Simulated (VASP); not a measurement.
Wanted: the native input for a VASP 6.6.1 run.

```yaml
Task: single point
Functional: PBE
Dispersion: D3(BJ)
Potentials_or_basis: VASP PAW PBE potentials, release 64 (Mo_sv)
Cutoff: 520 eV
k_mesh: 9 × 9 × 1
Occupations: gaussian, width 0.1 eV
Spin: no spin polarisation
Dipole_correction: yes
Further_INCAR_settings: ALGO = Normal; EDIFF = 1e-07; NBANDS = 36
```

The structure of Mo lies in POSCAR:

```
Mo
1.0
    3.1302503762      0.0000000000      0.0000000000
    0.0000000000      3.1302503762      0.0000000000
    0.0000000000      0.0000000000     18.6953755644
Mo
4
Direct
    0.5000000000      0.5000000000      0.3744241444
    0.0000000000      0.0000000000      0.4581413815
    0.5000000000      0.5000000000      0.5450187726
    0.0000000000      0.0000000000      0.6192332542
```

One way to write it, as run:

INCAR

```
PREC = Accurate
ENCUT = 520
EDIFF = 1E-7
ISMEAR = 0
SIGMA = 0.1
LREAL = False
LASPH = True
NELM = 80
ALGO = Normal
ISIF = 2
LWAVE = False
LCHARG = False
LDIPOL = True
IDIPOL = 3
DIPOL = 0.5 0.5 0.499
GGA = PE
IVDW = 12
NBANDS = 36
```

KPOINTS

```
regular mesh
0
Gamma
  9 9 1
```

Potentials or basis: VASP PAW PBE potentials, release 64 (Mo_sv).

The run is started by

```sh
$ cat potpaw_PBE.64/Mo_sv/POTCAR > POTCAR
$ mpirun -np 1 vasp_std > vasp.out
```

It gave:

The largest force is 1.525 eV/Å, the band gap on the k mesh is zero (band 28 reaches 3.21 eV, above the bottom of band 29 at 1.53 eV) and the dispersion energy per atom is -0.457 eV.

It took 3.3 min on 1 thread of Intel(R) Xeon(R) Platinum 8259CL CPU @ 2.50GHz (Skylake/Cascade Lake), on a shared host, peak memory 0.29 GiB.
